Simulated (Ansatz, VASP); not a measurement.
# RbBr in VASP and in Ansatz

```xyz
2
Lattice="0.0806 3.4874 3.4874 3.4874 0.0806 3.4874 3.4874 3.4874 0.0806" Properties=species:S:1:pos:R:3 pbc="T T T"
Rb    0.0000    0.0000    0.0000
Br    3.5277    3.5277    3.5277
```

Change from the starting cell: epitaxial_111 strain -1.6%.

Alike in both runs: task single point; functional PBE; k mesh 6 × 6 × 6; occupations fermi-dirac, width 0.02 eV; no spin polarisation.

```csv
,VASP,Ansatz
version,VASP 6.6.1,Ansatz 0.2.0
potentials or method,"VASP PAW PBE potentials, release 64 (Rb_sv, Br)","plane waves, PAW"
plane-wave cutoff (eV),520,420
valence electrons in the cell,16,16
```

```tsv
	VASP	Ansatz	Ansatz less VASP
gap on the k mesh at the Fermi level (eV)	4.29	4.30	+0.003
pressure (GPa)	0.7	0.7	-0.02
traceless stress, the component that is largest in VASP (GPa)	-0.10	-0.10	0.000
```
